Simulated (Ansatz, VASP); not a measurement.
SiC: VASP beside Ansatz

```
Si C
1.0
     3.08157    0.00000    0.00000
     1.54079    2.66872    0.00000
     1.54079    0.88957    2.51609
Si C
1 1
Direct
  0.00000 0.00000 0.00000
  0.75000 0.75000 0.75000
```

Alike in both runs: task single point; functional PBEsol; k mesh 10 × 10 × 10; occupations gaussian, width 0.1 eV; no spin polarisation.

|  | VASP | Ansatz |
| --- | --- | --- |
| version | VASP 6.6.1 | Ansatz 0.2.0 |
| potentials or method | VASP PAW PBE potentials, release 64 (Si, C), cutoff 600 eV | all-electron LAPW, scalar-relativistic |

Ansatz gave:

| Item | Value |
| --- | --- |
| gap on the k mesh at the Fermi level (eV) | 1.24 |
| least direct gap on the mesh (eV) | 4.45 |
| pressure (GPa) | -0.2 |

Task: What did VASP give for the same quantities?

Result: gap on the k mesh at the Fermi level (eV): 1.23; least direct gap on the mesh (eV): 4.44; pressure (GPa): 0.0.

VASP's potentials were made for PBE, not for PBEsol. Ansatz ran all-electron here, and VASP with PAW potentials.
